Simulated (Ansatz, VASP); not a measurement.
# KF: VASP beside Ansatz

```
K F
1.0
     3.65993    0.00000    0.00000
    -1.82997    3.16960    0.00000
     0.00000    0.00000    6.47881
K F
2 2
Direct
  0.00000 0.00000 0.00000
  0.00000 0.00000 0.50000
  0.33333 0.66667 0.25000
  0.66667 0.33333 0.75000
```

Alike in both runs: task single point; functional r2SCAN; k mesh 12 × 12 × 4; no spin polarisation.

|  | VASP | Ansatz |
| --- | --- | --- |
| version | VASP 6.6.1 | Ansatz 0.2.0 |
| potentials or method | VASP PAW PBE potentials, release 64 (K_sv, F) | plane waves, PAW |
| plane-wave cutoff (eV) | 520 | 500 |
| occupations | gaussian, width 0.01 eV | fixed |
| valence electrons in the cell | 32 | 32 |

|  | VASP | Ansatz | Ansatz less VASP |
| --- | --- | --- | --- |
| gap on the k mesh at the Fermi level (eV) | 6.87 | 6.87 | +0.001 |
| pressure (GPa) | 0.0 | 0.0 | +0.03 |

VASP's potentials were made for PBE, not for r2SCAN.
